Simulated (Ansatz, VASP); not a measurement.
SiC: VASP beside Ansatz

The input INCAR:

```
SYSTEM = SiC
PREC = Accurate
ENCUT = 600
EDIFF = 1E-6
ISMEAR = -1
SIGMA = 0.05
LREAL = .FALSE.
LASPH = .TRUE.
NELM = 120
ALGO = Normal
ISIF = 2
LWAVE = .FALSE.
LCHARG = .TRUE.
GGA = LIBXC
LIBXC1 = GGA_X_B88
LIBXC2 = GGA_C_PBE
LELF = .TRUE.
LVHAR = .TRUE.
NBANDS = 16
GGA_COMPAT = .FALSE.
```

The input KPOINTS:

```
regular mesh
0
G
  10 10 5
  0 0 0
```

Contents of POSCAR:

```
SiC
1.0
    3.0344273363      0.0000000000      0.0000000000
   -1.5172136681      2.6278911591      0.0000000000
    0.0000000000      0.0000000000      4.9797754205
Si C
2 2
Direct
    0.6666666667      0.3333333333      0.5000000000
    0.3333333333      0.6666666667      0.0000000000
    0.6666666667      0.3333333333      0.8850000000
    0.3333333333      0.6666666667      0.3850000000
```

File input.yaml:

```yaml
crystal:
  lattice:
    - [3.0344273363, 0.0, 0.0]
    - [-1.5172136681, 2.6278911591, 0.0]
    - [0.0, 0.0, 4.9797754205]
  atoms:
    - { symbol: Si, position: [0.6666666667, 0.3333333333, 0.5] }
    - { symbol: Si, position: [0.3333333333, 0.6666666667, 0.0] }
    - { symbol: C, position: [0.6666666667, 0.3333333333, 0.885] }
    - { symbol: C, position: [0.3333333333, 0.6666666667, 0.385] }
hamiltonian:
  xc: { exchange: b88, correlation: pbe }
  pseudopotentials: { kind: paw }
kpoints:
  mp_grid: { grid: [10, 10, 5] }
scf:
  occupations: { method: fermi_dirac, width: 0.05 }
output:
  forces: true
  stress: true
  eigenvalues: true
```

Alike in both runs: task single point; functional b88 exchange, pbe correlation; k mesh 10 × 10 × 5; occupations fermi-dirac, width 0.05 eV; no spin polarisation.

```csv
,VASP,Ansatz
version,VASP 6.6.1,Ansatz 0.2.0
potentials or method,"VASP PAW PBE potentials, release 64 (Si, C)",Ansatz PAW
plane-wave cutoff (eV),600,420
valence electrons in the cell,16,16
```

VASP gave:

```
gap on the k mesh at the Fermi level (eV)                     : 2.42
least direct gap on the mesh (eV)                             : 4.17
pressure (GPa)                                                : 13.7
traceless stress, the component that is largest in VASP (GPa) : -4.36
rms of the force components (eV/Å)                            : 0.473
```

Task: What did Ansatz give for the same quantities?

Result: gap on the k mesh at the Fermi level (eV): 2.42; least direct gap on the mesh (eV): 4.18; pressure (GPa): 13.9; traceless stress, the component that is largest in VASP (GPa): -4.39; rms of the force components (eV/Å): 0.473.

VASP's potentials were made for PBE, not for b88 exchange, pbe correlation. Atom by atom the forces differ by 0.000 eV/Å (rms over components). The functional is the same, so the differences come from potentials, cutoffs and numerics.

Noted on Ansatz's run: odd divisions of the mesh miss points on the zone boundary, where band edges often lie, so the gap on the mesh can be too wide.
